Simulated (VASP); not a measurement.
Crystal: MoH5.

```xyz
6
Lattice="3.4225 0.0000 0.0000 -1.7113 2.9640 0.0000 0.0000 0.0000 5.7326" Properties=species:S:1:pos:R:3 pbc="T T T"
H     0.0000    1.9760    2.8663
H     1.7113    0.9880    2.8663
H     0.0000    0.0000    1.9385
H     0.0000    0.0000    3.7941
H     0.0000    0.0000    2.8663
Mo    0.0000    0.0000    0.0000
```

* Program: VASP 6.6.1
* Task: relaxation of cell and atoms
* Functional: PBE
* Potentials or basis: VASP PAW PBE potentials, release 64 (H, Mo_sv)
* Cutoff: 600 eV
* k mesh: 6 × 6 × 4
* Occupations: gaussian, width 0.1 eV
* Spin: no spin polarisation

At the start: pressure -16.2 GPa; volume 9.69 Å³/atom.

Problem. Where does the relaxation end?

Solution. Over 19 steps the energy falls by 549.4 meV/atom and the volume is 6.36 Å³/atom (-34.4 %); space group P6/mmm (No. 191, to 0.05 Å).

Step by step:
| step | energy change (eV) | largest force (eV/Å) | pressure (GPa) | volume (Å³) |
| --- | --- | --- | --- | --- |
| 1 | 0.0000 | 1.0495 | -16.24 | 58.15 |
| 2 | -0.8893 | 0.2651 | -14.44 | 50.26 |
| 3 | -1.5406 | 0.9636 | -7.09 | 42.37 |
| 4 | -0.3053 | 5.7571 | 53.97 | 29.11 |
| 5 | -1.6499 | 1.2546 | -3.15 | 40.19 |
| 6 | -2.3029 | 0.0959 | 2.97 | 36.10 |
| 7 | -2.5154 | 1.0259 | 16.65 | 32.61 |
| 8 | -2.8601 | 1.2928 | 14.80 | 33.25 |
| 9 | -2.8807 | 1.2481 | 15.60 | 33.54 |
| 10 | -2.8956 | 1.2593 | 15.14 | 33.45 |
| 11 | -3.1910 | 0.6912 | 1.03 | 36.59 |
| 12 | -3.2216 | 0.5382 | -3.66 | 38.13 |
| 13 | -3.2661 | 0.2336 | -1.06 | 37.64 |
| 14 | -3.2762 | 0.0216 | 1.00 | 37.31 |
| 15 | -3.2900 | 0.0423 | 1.37 | 37.43 |
| 16 | -3.2920 | 0.0813 | 1.61 | 37.49 |
| 17 | -3.2961 | 0.0738 | -0.05 | 38.08 |
| 18 | -3.2962 | 0.0730 | -0.34 | 38.19 |
| 19 | -3.2967 | 0.0075 | -0.02 | 38.16 |

Final structure:
```xyz
6
Lattice="2.5908 0.0000 0.0000 -1.2954 2.2437 0.0000 0.0000 0.0000 6.5651" Properties=species:S:1:pos:R:3 pbc="T T T"
H     0.0000    1.4958    3.2826
H     1.2954    0.7479    3.2826
H     0.0000    0.0000    1.8358
H     0.0000    0.0000    4.7293
H    -1.2954    2.2437    3.2826
Mo   -1.2954    2.2437    6.5651
```

Caveat: the volume moved by over 15 % at a fixed basis, so the end points are rough.
